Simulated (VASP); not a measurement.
A run of VASP 6.6.1:

Contents of INCAR:

```
ALGO = Normal
EDIFF = 1E-7
EDIFFG = -0.002
ENCUT = 600
GGA = PS
IBRION = 2
ISIF = 3
ISMEAR = 0
LASPH = T
LCHARG = F
LREAL = F
LWAVE = F
NELM = 100
NSW = 100
PREC = Accurate
PSTRESS = -20.0
SIGMA = 0.01
```

The input KPOINTS:

```
k-points
0
Gamma
  10 10 10
```

POSCAR

```
AlN
1.0
    2.1886794804      2.1886794804      0.0000000000
   -2.1886794804      2.1886794804      0.0000000000
    0.0000000000      2.1886794804      2.1886794804
Al N
1 1
Direct
    0.0000000000      0.0000000000      0.0000000000
    0.2500000000      0.7500000000      0.5000000000
```

Potentials or basis: VASP PAW PBE potentials, release 64 (Al, N).

Launch:

```sh
$ cat potpaw_PBE.64/Al/POTCAR potpaw_PBE.64/N/POTCAR > POTCAR
$ mpirun -np 1 vasp_std > vasp.out
```

Hardware: 1 thread of AMD EPYC 9R14 (Zen 4), on a shared host.

**Question.** Estimate the wall time of this run.

**Answer.** Run time: 17 s on 1 thread of AMD EPYC 9R14 (Zen 4) (shared host), peak memory 0.12 GiB. Counts: scf iterations 26, k points 47, ion steps 3.
